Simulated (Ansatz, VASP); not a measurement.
Nb in VASP and in Ansatz

File INCAR:

```
SYSTEM = Nb
  PREC = Accurate
  ENCUT = 520
  EDIFF = 1E-7
  ISMEAR = 0
  SIGMA = 0.15
  LREAL = .FALSE.
  LASPH = .TRUE.
  NELM = 100
  ALGO = Fast
  ISIF = 2
  LWAVE = .FALSE.
  LCHARG = .TRUE.
  GGA = PS
  LELF = .TRUE.
  LVHAR = .TRUE.
  NBANDS = 12
```

KPOINTS

```
regular mesh
0
G
  20 20 20
  0 0 0
```

File POSCAR:

```
Nb
1.0
    0.0158625000      2.1150000000      2.1150000000
    2.1308625000      0.0000000000      2.1308625000
    2.1150000000      2.1150000000      0.0158625000
Nb
1
Direct
    0.0000000000      0.0000000000      0.0000000000
```

Input for Ansatz:

```yaml
crystal:
  lattice:
    - [0.0158625, 2.115, 2.115]
    - [2.1308625, 0.0, 2.1308625]
    - [2.115, 2.115, 0.0158625]
  atoms:
    - { symbol: Nb, position: [0.0, 0.0, 0.0] }
basis:
  ecutwfc: 420
kpoints:
  mp_grid: { grid: [20, 20, 20] }
hamiltonian:
  xc: pbesol
scf:
  occupations: { method: gaussian, width: 0.15 }
output:
  forces: true
  stress: true
  eigenvalues: true
```

Change from the starting cell: strain +0.0150 x Voigt [0, 0, 0, 0, 1, 0], atoms carried along.

Alike in both runs: task single point; functional PBEsol; k mesh 20 × 20 × 20; occupations gaussian, width 0.15 eV; no spin polarisation.

|  | VASP | Ansatz |
| --- | --- | --- |
| version | VASP 6.6.1 | Ansatz 0.2.0 |
| potentials or method | VASP PAW PBE potentials, release 64 (Nb_sv), cutoff 520 eV | scalar-relativistic, plane waves, PAW |
| valence electrons in the cell | 13 | 13 |

|  | VASP | Ansatz | Ansatz less VASP |
| --- | --- | --- | --- |
| gap on the k mesh at the Fermi level (eV) | none | none | - |
| pressure (GPa) | -7.2 | -6.9 | +0.27 |
| traceless stress, the component that is largest in VASP (GPa) | 0.78 | 0.80 | +0.019 |

VASP's potentials were made for PBE, not for PBEsol. A gap of «none» marks a metal or a gap that the smearing closes. The functional is the same, so the differences come from potentials, cutoffs and numerics.
